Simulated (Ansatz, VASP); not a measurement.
## One calculation of Bi, two programs

```
Bi
1.0
    -4.59808    4.59808    1.54501
     4.59808   -4.59808    1.54501
     4.59808    4.59808   -1.54501
Bi
1
Direct
  0.00000 0.00000 0.00000
```

Change from the starting cell: strain +0.080 along x and y, +0.080 along z, atoms carried along.

Alike in both runs: task single point; functional PBE; dispersion D3(BJ); k mesh 10 × 10 × 10; occupations gaussian, width 0.05 eV; no spin polarisation.

|  | VASP | Ansatz |
| --- | --- | --- |
| version | VASP 6.6.1 | Ansatz 0.2.0 |
| potentials or method | VASP PAW PBE potentials, release 64 (Bi_d), cutoff 520 eV | scalar-relativistic, plane waves, PAW |
| valence electrons in the cell | 15 | 15 |

|  | VASP | Ansatz | Ansatz less VASP |
| --- | --- | --- | --- |
| gap on the k mesh at the Fermi level (eV) | none | none | - |
| pressure (GPa) | -1.0 | -1.0 | +0.02 |
| traceless stress, the component that is largest in VASP (GPa) | -1.61 | -1.61 | -0.003 |

A gap of «none» marks a metal or a gap that the smearing closes.

Neither program's run includes spin-orbit coupling.
